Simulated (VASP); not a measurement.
# Si2Ge (P-6m2) in VASP: further runs, part 2 of 2

VASP 6.6.1.

## 3. Single point, PBE

This run uses another cell than the first one, of 16.43 Å³/atom, 0.992 times its volume.

The input, INCAR:

```
ALGO = Normal
EDIFF = 1E-7
ENCUT = 520
GGA = PE
ISIF = 2
ISMEAR = 0
LASPH = T
LCHARG = F
LREAL = F
LWAVE = F
NBANDS = 31
NELM = 100
PREC = Accurate
SIGMA = 0.1
```

The input, KPOINTS:

```
k-points
0
Gamma
  6 6 2
```

The input, POSCAR:

```
Si2Ge
1.0
    2.9660844811      0.0000000000      0.0000000000
   -1.4830422406      2.5687045104      0.0000000000
    0.0000000000      0.0000000000     12.9422350999
Si Ge
4 2
Direct
    0.3333333333      0.6666666667      0.0000000000
    0.6666666667      0.3333333333      0.8507838552
    0.6666666667      0.3333333333      0.1492161448
    0.6666666667      0.3333333333      0.5000000000
    0.3333333333      0.6666666667      0.6777165273
    0.3333333333      0.6666666667      0.3222834727
```

Potentials or basis: VASP PAW PBE potentials, release 64 (Si, Ge_d).

On the command line:

```console
cat potpaw_PBE.64/Si/POTCAR potpaw_PBE.64/Ge_d/POTCAR > POTCAR
mpirun -np 1 vasp_std > vasp.out
```

OUTCAR:

```text
EDIFF = 1E-7
   ENCUT = 520
   GGA = PE
   ISIF = 2
   ISMEAR = 0
   LASPH = T
   LREAL = F
   NELM = 100
   PREC = Accurate

 ion  position               nearest neighbor table
   1  0.333  0.667  0.000-   2 2.58   3 2.58   2 2.58   3 2.58   2 2.58   3 2.58
   2  0.667  0.333  0.851-   1 2.58   1 2.58   1 2.58   5 2.82   5 2.82   5 2.82
   3  0.667  0.333  0.149-   1 2.58   1 2.58   1 2.58   6 2.82   6 2.82   6 2.82
   4  0.667  0.333  0.500-   5 2.87   6 2.87   5 2.87   6 2.87   5 2.87   6 2.87
   5  0.333  0.667  0.678-   2 2.82   2 2.82   2 2.82   4 2.87   4 2.87   4 2.87
   6  0.333  0.667  0.322-   3 2.82   3 2.82   3 2.82   4 2.87   4 2.87   4 2.87

  LATTYP: Found a hexagonal cell.
 ALAT       =     2.9660844811
 C/A-ratio  =     4.3634074425

  Lattice vectors:

 A1 = (   2.9660844811,   0.0000000000,   0.0000000000)
 A2 = (  -1.4830422406,   2.5687045104,   0.0000000000)
 A3 = (   0.0000000000,   0.0000000000,  12.9422350999)

Analysis of symmetry for initial positions (statically):
=====================================================================
 Subroutine PRICEL returns:
[... 172 lines left out ...]
 cond. band min:       8.4231549022   @ k =   0.0000   0.0000   0.0000
 fundamental gap:      0.0088673920
 Fermi energy:         8.4162414487

 k-point     1 :       0.0000    0.0000    0.0000
  band No.  band energies     occupation
      1     -16.3412      2.00000
      2     -16.3400      2.00000
      3     -16.3397      2.00000
      4     -16.3397      2.00000
      5     -16.3397      2.00000
      6     -16.3397      2.00000
[... 465 lines left out ...]
     30      11.5781      0.00000
     31      12.2003      0.00000

------------------------ aborting loop because EDIFF is reached ----------------------------------------

  FORCE on cell =-STRESS in cart. coord.  units (eV):
  Direction    XX          YY          ZZ          XY          YZ          ZX
  --------------------------------------------------------------------------------------
  -------------------------------------------------------------------------------------
  Total        0.0382567      0.0382567      0.0511408     -0.0000000      0.0000000     -0.0000000
  in kB        0.6215998      0.6215998      0.8309433     -0.0000000      0.0000000     -0.0000000
  external PRESSURE =       0.6913810 kB  Pullay stress =       0.0000000 kB

 VOLUME and BASIS-vectors are now :
 -----------------------------------------------------------------------------
  energy-cutoff  :      520.00
  volume of cell :       98.61
      direct lattice vectors                 reciprocal lattice vectors
     2.966084481  0.000000000  0.000000000     0.337144814  0.194650649  0.000000000
    -1.483042241  2.568704510  0.000000000     0.000000000  0.389301298  0.000000000
     0.000000000  0.000000000 12.942235100     0.000000000  0.000000000  0.077266407

 POSITION                                       TOTAL-FORCE (eV/Angst)
 -----------------------------------------------------------------------------------
     -0.00000      1.71247      0.00000        -0.000000     -0.000000      0.000000
      1.48304      0.85623     11.01104        -0.000000     -0.000000     -0.010737
      1.48304      0.85623      1.93119         0.000000     -0.000000      0.010737
      1.48304      0.85623      6.47112         0.000000     -0.000000      0.000000
     -0.00000      1.71247      8.77117         0.000000      0.000000      0.020786
     -0.00000      1.71247      4.17107        -0.000000      0.000000     -0.020786
 -----------------------------------------------------------------------------------
    total drift:                                0.000000     -0.000000     -0.000000

  FREE ENERGIE OF THE ION-ELECTRON SYSTEM (eV)
  ---------------------------------------------------
  free  energy   TOTEN  =       -27.6035507906 eV

  energy  without entropy=      -27.5861578499  energy(sigma->0) =      -27.59485432
```

OSZICAR:

```text
N       E                     dE             d eps       ncg     rms          rms(c)
DAV:   1     0.332390770392E+03    0.33239E+03   -0.19931E+04  1082   0.284E+03
DAV:   2     0.277857329780E+02   -0.30461E+03   -0.28828E+03   891   0.720E+02
DAV:   3    -0.256101142101E+02   -0.53396E+02   -0.51655E+02  1082   0.151E+02
DAV:   4    -0.277832419418E+02   -0.21731E+01   -0.21672E+01  1085   0.337E+01
DAV:   5    -0.278352777090E+02   -0.52036E-01   -0.52021E-01  1073   0.591E+00    0.517E+00
DAV:   6    -0.277221006027E+02    0.11318E+00   -0.12334E+00  1174   0.584E+00    0.303E+00
DAV:   7    -0.276400190864E+02    0.82082E-01   -0.75825E-01  1058   0.319E+00    0.211E+00
DAV:   8    -0.276021981365E+02    0.37821E-01   -0.14203E-01  1065   0.163E+00    0.266E-01
DAV:   9    -0.276035447185E+02   -0.13466E-02   -0.20184E-02  1035   0.564E-01    0.257E-01
DAV:  10    -0.276035930120E+02   -0.48293E-04   -0.75129E-04  1110   0.177E-01    0.201E-01
DAV:  11    -0.276035625952E+02    0.30417E-04   -0.22650E-04  1136   0.191E-01    0.315E-02
DAV:  12    -0.276035530464E+02    0.95488E-05   -0.38066E-05  1156   0.431E-02    0.205E-02
DAV:  13    -0.276035525474E+02    0.49901E-06   -0.50192E-06  1087   0.170E-02    0.149E-02
DAV:  14    -0.276035509563E+02    0.15911E-05   -0.17545E-06  1182   0.172E-02    0.305E-03
DAV:  15    -0.276035507778E+02    0.17849E-06   -0.19478E-07   780   0.313E-03    0.824E-04
DAV:  16    -0.276035507906E+02   -0.12755E-07   -0.24968E-08   616   0.172E-03
   1 F= -.27603551E+02 E0= -.27594854E+02  d E =-.173929E-01
```

stdout:

```text
POSCAR found type information on POSCAR SiGe
 POSCAR found :  2 types and       6 ions
 scaLAPACK will be used
 LDA part: xc-table for (Slater+PW92), standard interpolation
 POSCAR, INCAR and KPOINTS ok, starting setup
 FFT: planning ... GRIDC
 FFT: planning ... GRID_SOFT
 FFT: planning ... GRID
 WAVECAR not read
 entering main loop
```

It took 25 s on 1 thread of Intel Xeon 6975P-C (Granite Rapids), shared host; peak memory 0.22 GiB.

What came out:

| Property | Result |
| --- | --- |
| Free energy | -27.6036 eV |
| Pressure | 0.1 GPa |
| Largest force | 0.021 eV/Å |
| Band gap on the k mesh | zero (band 22 reaches 14.87 eV, above the bottom of band 23 at 5.37 eV) |

Forces in eV/Å, atoms in the order of the input:
```
Si   0.000  0.000  0.000
Si   0.000  0.000 -0.011
Si   0.000  0.000  0.011
Si   0.000  0.000  0.000
Ge   0.000  0.000  0.021
Ge   0.000  0.000 -0.021
```

Caveat: the k points lie up to 0.41 Å⁻¹ apart.

## 4. Single point, PBE

This run uses another cell than the first one, of 16.28 Å³/atom, 0.983 times its volume.

The input, INCAR:

```
SYSTEM = Si2Ge
PREC = Accurate ; ENCUT = 520
EDIFF = 1E-6 ; ISMEAR = 0
SIGMA = 0.1 ; LREAL = .False.
LASPH = .True. ; NELM = 60
ALGO = Normal ; ISIF = 2
LWAVE = .False. ; LCHARG = .False.
GGA = PE ; NBANDS = 31
```

The input, KPOINTS:

```
Automatic mesh
0
Gamma
  12 12 4
  0 0 0
```

The input, POSCAR:

```
Si2Ge
1.0
    2.8686108506      0.0000000000      0.0000000000
   -1.4343054253      2.4842898701      0.0000000000
    0.0000000000      0.0000000000     13.7035452353
Si Ge
4 2
Direct
    0.3333333333      0.6666666667      0.0000000000
    0.6666666667      0.3333333333      0.8454701587
    0.6666666667      0.3333333333      0.1545298413
    0.6666666667      0.3333333333      0.5000000000
    0.3333333333      0.6666666667      0.6703326603
    0.3333333333      0.6666666667      0.3296673397
```

Potentials or basis: VASP PAW PBE potentials, release 64 (Si, Ge_d).

On the command line:

```console
cat potpaw_PBE.64/Si/POTCAR potpaw_PBE.64/Ge_d/POTCAR > POTCAR
mpirun -np 1 vasp_std > vasp.out
```

OUTCAR:

```text
SYSTEM = Si2Ge
   PREC = Accurate
   ENCUT = 520
   EDIFF = 1E-6
   ISMEAR = 0
   LREAL = .False.
   LASPH = .True.
   NELM = 60
   ISIF = 2
   GGA = PE

 ion  position               nearest neighbor table
   1  0.333  0.667  0.000-   2 2.69   3 2.69   2 2.69   3 2.69   2 2.69   3 2.69
   2  0.667  0.333  0.845-   1 2.69   1 2.69   1 2.69   5 2.92   5 2.92   5 2.92
   3  0.667  0.333  0.155-   1 2.69   1 2.69   1 2.69   6 2.92   6 2.92   6 2.92
   4  0.667  0.333  0.500-   5 2.86   6 2.86   5 2.86   6 2.86   5 2.86   6 2.86
   5  0.333  0.667  0.670-   4 2.86   4 2.86   4 2.86   2 2.92   2 2.92   2 2.92
   6  0.333  0.667  0.330-   4 2.86   4 2.86   4 2.86   3 2.92   3 2.92   3 2.92

  LATTYP: Found a hexagonal cell.
 ALAT       =     2.8686108506
 C/A-ratio  =     4.7770666532

  Lattice vectors:

 A1 = (   2.8686108506,   0.0000000000,   0.0000000000)
 A2 = (  -1.4343054253,   2.4842898701,   0.0000000000)
 A3 = (   0.0000000000,   0.0000000000,  13.7035452353)

Analysis of symmetry for initial positions (statically):
=====================================================================
 Subroutine PRICEL returns:
 Original cell was already a primitive cell.

 Routine SETGRP: Setting up the symmetry group for a
 hexagonal supercell.

 Subroutine GETGRP returns: Found 12 space group operations
 (whereof 12 operations were pure point group operations)
 out of a pool of 24 trial point group operations.

The static configuration has the point symmetry D_3h.

Analysis of symmetry for dynamics (positions and initial velocities):
=====================================================================
 Subroutine PRICEL returns:
 Original cell was already a primitive cell.

 Routine SETGRP: Setting up the symmetry group for a
 hexagonal supercell.

 Subroutine GETGRP returns: Found 12 space group operations
 (whereof 12 operations were pure point group operations)
 out of a pool of 24 trial point group operations.

The dynamic configuration has the point symmetry D_3h.

 Subroutine INISYM returns: Found 12 space group operations
 (whereof 12 operations are pure point group operations),
 and found     1 'primitive' translations

----------------------------------------------------------------------------------------

                                     Primitive cell

  volume of cell :      97.6578

  direct lattice vectors                    reciprocal lattice vectors
     2.868610851  0.000000000  0.000000000     0.348600787  0.201264758  0.000000000
    -1.434305425  2.484289870  0.000000000     0.000000000  0.402529516  0.000000000
     0.000000000  0.000000000 13.703545235     0.000000000  0.000000000  0.072973817

  length of vectors
     2.868610851  2.868610851 13.703545235     0.402529516  0.402529516  0.072973817

  position of ions in fractional coordinates (direct lattice)
     0.333333333  0.666666667  0.000000000
     0.666666667  0.333333333  0.845470159
     0.666666667  0.333333333  0.154529841
     0.666666667  0.333333333  0.500000000
     0.333333333  0.666666667  0.670332660
     0.333333333  0.666666667  0.329667340

  ion indices of the primitive-cell ions
   primitive index   ion index
                 1           1
                 2           2
                 3           3
                 4           4
[... 24 lines left out ...]
 Subroutine IBZKPT returns following result:
 ===========================================

 Found     57 irreducible k-points:

 Following reciprocal coordinates:
            Coordinates               Weight
  0.000000  0.000000  0.000000      1.000000
  0.083333 -0.000000  0.000000      6.000000
  0.166667  0.000000  0.000000      6.000000
  0.250000  0.000000  0.000000      6.000000
  0.333333  0.000000  0.000000      6.000000
  0.416667  0.000000  0.000000      6.000000
[... 16 lines left out ...]
  0.250000  0.000000  0.250000     12.000000
  0.333333  0.000000  0.250000     12.000000
 [... further k-points ...]
   k-points           NKPTS =     57   k-points in BZ     NKDIM =     57   number of bands    NBANDS=     31
   number of dos      NEDOS =    301   number of ions     NIONS =      6
   total plane-waves  NPLWV =  62208
   dimension x,y,z NGX =    24 NGY =   24 NGZ =  108
   dimension x,y,z NGXF=    48 NGYF=   48 NGZF=  216
   ions per type =               4   2
   NGX,Y,Z   is equivalent  to a cutoff of  13.91, 13.91, 13.10 a.u.
   NGXF,Y,Z  is equivalent  to a cutoff of  27.82, 27.82, 26.20 a.u.
 SYSTEM =  Si2Ge
   PREC   = accura    normal or accurate (medium, high low for compatibility)
   ISTART =      0    job   : 0-new  1-cont  2-samecut
   ICHARG =      2    charge: 1-file 2-atom 10-const
   ISPIN  =      1    spin polarized calculation?
   LNONCOLLINEAR =      F non collinear calculations
   LSORBIT =      F    spin-orbit coupling
   LASPH  =      T    aspherical Exc in radial PAW
   ENCUT  =  520.0 eV  38.22 Ry    6.18 a.u.   5.33  5.33 25.48*2*pi/ulx,y,z
   NELM   =     60;   NELMIN=  2; NELMDL= -5     # of ELM steps
   EDIFF  = 0.1E-05   stopping-criterion for ELM
   LREAL  =      F    real-space projection
   EDIFFG = 0.1E-04   stopping-criterion for IOM
   NSW    =      0    number of steps for IOM
   IBRION =     -1    ionic relax: 0-MD 1-quasi-New 2-CG
   NFREE  =      0    steps in history (QN), initial steepest desc. (CG)
   ISIF   =      2    stress and relaxation
   ISYM   =      2    0-nonsym 1-usesym 2-fastsym
   POTIM  = 0.5000    time-step for ionic-motion
   TEBEG  =    0.0;   TEEND  =   0.0 temperature during run
   PSTRESS=    0.0 pullay stress
   NELECT =      44.0000    total number of electrons
   NUPDOWN=      -1.0000    fix difference up-down
   EMIN   =  10.00;   EMAX   =-10.00  energy-range for DOS
   EFERMI =   0.00;   METHOD = LEGACY
   ISMEAR =     0;   SIGMA  =   0.10  broadening in eV -4-tet -1-fermi 0-gaus
   EFERMI_NEDOS =   21; number of points for ismear=-14 and -15
   IALGO  =     38    algorithm
   IMIX   =      4    mixing-type and parameters
     AMIX     =   0.40;   BMIX     =  1.00
     AMIX_MAG =   1.60;   BMIX_MAG =  1.00
  volume/ion in A,a.u.               =      16.28       109.84
  Fermi-wavevector in a.u.,A,eV,Ry     =   1.255038  2.371677 21.430804  1.575120
  Thomas-Fermi vector in A             =   2.388814
   LORBIT       =      0    0 simple, 1 ext, 2 COOP (PROOUT), +10 PAW based schemes
   GGA     = PE    functional components
   LHFCALC =     F    Hartree Fock is set to
   AEXX    =    0.0000 exact exchange contribution
   IVDW    =     0    specifies the selected vdW correction
   LEPSILON=     F    determine dielectric tensor
   LRPA    =     F    only Hartree local field effects (RPA)
 non-spin polarized calculation
 Gauss-broadening in eV      SIGMA  =   0.10
  energy-cutoff  :      520.00
  volume of cell :       97.66
 maximum number of plane-waves:      2661
 NGX is ok and might be reduce to    24
   NGX = 11   NGY = 11   NGZ = 51

 number of electron      44.0000010 magnetization

 Free energy of the ion-electron system (eV)
  ---------------------------------------------------
  ext. energy  EPLUGINS =         0.00000000
  ---------------------------------------------------
  free energy    TOTEN  =       -27.67306226 eV

  energy without entropy =      -27.66175529  energy(sigma->0) =      -27.66740877

 E-fermi :   8.5881     XC(G=0): -11.1641

 val. band max:        8.5680255917   @ k =   0.3333   0.1667   0.2500
 cond. band min:       8.5894877802   @ k =   0.2500   0.0000   0.2500
 fundamental gap:      0.0214621884
 Fermi energy:         8.5880904302

 k-point     1 :       0.0000    0.0000    0.0000
  band No.  band energies     occupation
      1     -16.1977      2.00000
      2     -16.1965      2.00000
      3     -16.1851      2.00000
      4     -16.1851      2.00000
      5     -16.1851      2.00000
      6     -16.1851      2.00000
[... 805 lines left out ...]
     30      13.8204      0.00000
     31      14.0313      0.00000

 [... further k-points ...]
[... 5 lines left out ...]
  --------------------------------------------------------------------------------------
  -------------------------------------------------------------------------------------
  Total       -0.0078276     -0.0078276     -0.0360507      0.0000000      0.0000000     -0.0000000
  in kB       -0.1284196     -0.1284196     -0.5914484      0.0000000      0.0000000     -0.0000000
  external PRESSURE =      -0.2827626 kB  Pullay stress =       0.0000000 kB

 VOLUME and BASIS-vectors are now :
 -----------------------------------------------------------------------------
  energy-cutoff  :      520.00
  volume of cell :       97.66
      direct lattice vectors                 reciprocal lattice vectors
     2.868610851  0.000000000  0.000000000     0.348600787  0.201264758  0.000000000
    -1.434305425  2.484289870  0.000000000     0.000000000  0.402529516  0.000000000
     0.000000000  0.000000000 13.703545235     0.000000000  0.000000000  0.072973817

 POSITION                                       TOTAL-FORCE (eV/Angst)
 -----------------------------------------------------------------------------------
     -0.00000      1.65619      0.00000         0.000000      0.000000      0.000000
      1.43431      0.82810     11.58594        -0.000000      0.000000      0.006883
      1.43431      0.82810      2.11761         0.000000      0.000000     -0.006883
      1.43431      0.82810      6.85177         0.000000      0.000000      0.000000
     -0.00000      1.65619      9.18593        -0.000000     -0.000000     -0.000793
     -0.00000      1.65619      4.51761        -0.000000     -0.000000      0.000793
 -----------------------------------------------------------------------------------
    total drift:                                0.000000     -0.000000     -0.000000

  FREE ENERGIE OF THE ION-ELECTRON SYSTEM (eV)
  ---------------------------------------------------
  free  energy   TOTEN  =       -27.6730622566 eV

  energy  without entropy=      -27.6617552876  energy(sigma->0) =      -27.66740877
```

OSZICAR:

```text
N       E                     dE             d eps       ncg     rms          rms(c)
DAV:   1     0.338453062262E+03    0.33845E+03   -0.20200E+04  4358   0.287E+03
DAV:   2     0.285923835830E+02   -0.30986E+03   -0.29516E+03  3542   0.740E+02
DAV:   3    -0.254461870637E+02   -0.54039E+02   -0.52353E+02  4250   0.152E+02
DAV:   4    -0.277625316148E+02   -0.23163E+01   -0.22918E+01  4429   0.342E+01
DAV:   5    -0.278185705201E+02   -0.56039E-01   -0.55985E-01  4276   0.602E+00    0.494E+00
DAV:   6    -0.277432119185E+02    0.75359E-01   -0.61983E-01  4984   0.440E+00    0.286E+00
DAV:   7    -0.277425569279E+02    0.65499E-03   -0.75072E-01  4353   0.316E+00    0.182E+00
DAV:   8    -0.276717418064E+02    0.70815E-01   -0.33441E-01  4523   0.225E+00    0.184E-01
DAV:   9    -0.276730076725E+02   -0.12659E-02   -0.27420E-02  4027   0.706E-01    0.271E-01
DAV:  10    -0.276731323772E+02   -0.12470E-03   -0.15560E-03  5111   0.202E-01    0.295E-01
DAV:  11    -0.276731606370E+02   -0.28260E-04   -0.61949E-05  4499   0.486E-02    0.397E-01
DAV:  12    -0.276732045748E+02   -0.43938E-04   -0.10825E-03  4717   0.291E-01    0.251E-01
DAV:  13    -0.276731563050E+02    0.48270E-04   -0.10223E-04  4082   0.492E-02    0.216E-01
DAV:  14    -0.276731628588E+02   -0.65538E-05   -0.42751E-06  3979   0.109E-02    0.222E-01
DAV:  15    -0.276731259308E+02    0.36928E-04   -0.79028E-06  3711   0.115E-02    0.183E-01
DAV:  16    -0.276730629062E+02    0.63025E-04   -0.60749E-05  3624   0.309E-02    0.531E-02
DAV:  17    -0.276730622566E+02    0.64958E-06   -0.61597E-06  4013   0.151E-02
   1 F= -.27673062E+02 E0= -.27667409E+02  d E =-.113070E-01
```

Run time: 87 s. Hardware: 1 thread of Intel Xeon 6975P-C (Granite Rapids), shared host; peak memory 0.31 GiB.

Results:

- Free energy: -27.6731 eV
- Pressure: 0.0 GPa
- Largest force: 0.007 eV/Å
- Band gap on the k mesh: zero (band 22 reaches 15.22 eV, above the bottom of band 23 at 5.67 eV)

Forces on the atoms (eV/Å):
```
Si   0.000  0.000  0.000
Si   0.000  0.000  0.007
Si   0.000  0.000 -0.007
Si   0.000  0.000  0.000
Ge   0.000  0.000 -0.001
Ge   0.000  0.000  0.001
```

Levels at points of the mesh, in eV from the Fermi level:
```
           k point  band 18  band 19  band 20  band 21  band 22  band 23  band 24  band 25  band 26  band 27
(0.00, 0.00, 0.00)    -1.50    -1.16     4.94     5.29     6.62     6.62     7.67     7.67     7.77     7.77
(0.50, 0.00, 0.00)    -4.92    -4.43    -3.97    -1.58    -1.28    -1.26     0.66     2.36     3.21     3.32
(0.00, 0.00, 0.50)    -3.99     1.69     1.88     6.63     6.63     7.48     7.48     8.09     8.09     8.10
(0.50, 0.00, 0.50)    -5.43    -3.79    -3.19    -2.80    -2.30     0.70     1.14     2.03     2.38     2.50
```

## 5. Overview

```csv
cell,k mesh,gap on the mesh (eV),pressure (GPa),largest force (eV/Å)
"a = 2.892, b = 2.892, c = 13.713 Å, angles 90.0, 90.0, 120.0°, 6 atoms",6 × 6 × 2,none,-1.0,0.47
"a = 2.966, b = 2.966, c = 12.942 Å, angles 90.0, 90.0, 120.0°, 6 atoms",6 × 6 × 2,none,0.1,0.02
"a = 2.869, b = 2.869, c = 13.704 Å, angles 90.0, 90.0, 120.0°, 6 atoms",12 × 12 × 4,none,0.0,0.01
```

Alike in all rows: task single point; level PBE; potentials or basis VASP PAW PBE potentials, release 64 (Si, Ge_d); no spin polarisation; cutoff (eV) 520; smearing gaussian 0.1 eV.

Caveats: some runs use coarse meshes.

Absolute energies hang on the potentials; compare differences alone.
